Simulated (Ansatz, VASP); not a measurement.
## C: VASP beside Ansatz

INCAR

```
SYSTEM = C
PREC     = Accurate       ! precision mode
ENCUT    = 520            ! plane-wave cutoff, eV
EDIFF    = 1E-7           ! SCF threshold, eV
ISMEAR   = 0              ! smearing method
SIGMA    = 0.05           ! smearing width, eV
LREAL    = .False.        ! projectors in reciprocal space
LASPH    = .True.         ! aspherical terms in the spheres
NELM     = 60             ! most SCF steps
ALGO     = Normal         ! electronic algorithm
ISIF     = 2              ! what is computed and relaxed
LWAVE    = .False.        ! write WAVECAR
LCHARG   = .True.         ! write CHGCAR
GGA      = PE             ! functional
LELF     = .True.         ! ELF
LVHAR    = .True.       
NBANDS   = 31             ! bands
```

Contents of KPOINTS:

```
Automatic mesh
0
Gamma
  10 10 3
  0 0 0
```

POSCAR

```
C
1.0
   -2.5194924611      0.0000000000      0.0000000000
   -1.2597462306     -2.1819444760      0.0000000000
    0.3149365577      0.1818287063     10.3668212017
C
10
Direct
   -0.1937187049     -0.1937187049      0.8741755410
    0.7938687049      0.7938687049      0.7252244590
    0.0772454709      0.0772454709      0.1257456505
    0.7729045291      0.7729045291      0.4736543495
    0.0896666164      0.0896666164      0.2747993967
    0.7604833836      0.7604833836      0.3246006033
    0.1437897352      0.1437897352      0.9242768224
    0.4563602648      0.4563602648      0.6751231776
    0.4064049406      0.4064049406      0.0756592868
    0.4437450594      0.4437450594      0.5237407132
```

Input for Ansatz:

```yaml
crystal:
  lattice:
    - [-2.5194924611, 0.0, 0.0]
    - [-1.2597462306, -2.181944476, 0.0]
    - [0.3149365577, 0.1818287063, 10.3668212017]
  atoms:
    - { symbol: C, position: [-0.1937187049, -0.1937187049, 0.874175541] }
    - { symbol: C, position: [0.7938687049, 0.7938687049, 0.725224459] }
    - { symbol: C, position: [0.0772454709, 0.0772454709, 0.1257456505] }
    - { symbol: C, position: [0.7729045291, 0.7729045291, 0.4736543495] }
    - { symbol: C, position: [0.0896666164, 0.0896666164, 0.2747993967] }
    - { symbol: C, position: [0.7604833836, 0.7604833836, 0.3246006033] }
    - { symbol: C, position: [0.1437897352, 0.1437897352, 0.9242768224] }
    - { symbol: C, position: [0.4563602648, 0.4563602648, 0.6751231776] }
    - { symbol: C, position: [0.4064049406, 0.4064049406, 0.0756592868] }
    - { symbol: C, position: [0.4437450594, 0.4437450594, 0.5237407132] }
basis:
  ecutwfc: 420
kpoints:
  mp_grid: { grid: [10, 10, 3] }
hamiltonian:
  xc: pbe
scf:
  occupations: { method: gaussian, width: 0.05 }
output:
  forces: true
  stress: true
  eigenvalues: true
```

Alike in both runs: task single point; functional PBE; k mesh 10 × 10 × 3; occupations gaussian, width 0.05 eV; no spin polarisation.

|  | VASP | Ansatz |
| --- | --- | --- |
| version | VASP 6.6.1 | Ansatz 0.2.0 |
| potentials or method | VASP PAW PBE potentials, release 64 (C), cutoff 520 eV | scalar-relativistic, plane waves, PAW |
| valence electrons in the cell | 40 | 40 |

Ansatz gave:

```
gap on the k mesh at the Fermi level (eV)                     : none
pressure (GPa)                                                : 3.4
traceless stress, the component that is largest in VASP (GPa) : 23.91
rms of the force components (eV/Å)                            : 1.290
```

Q: Which values does VASP return?

A: gap on the k mesh at the Fermi level (eV): none; pressure (GPa): 4.1; traceless stress, the component that is largest in VASP (GPa): 23.90; rms of the force components (eV/Å): 1.285.

Atom by atom the forces differ by 0.006 eV/Å (rms over components). A gap of «none» marks a metal or a gap that the smearing closes. With one functional, cell and mesh, what is left measures potentials, basis and numerics.
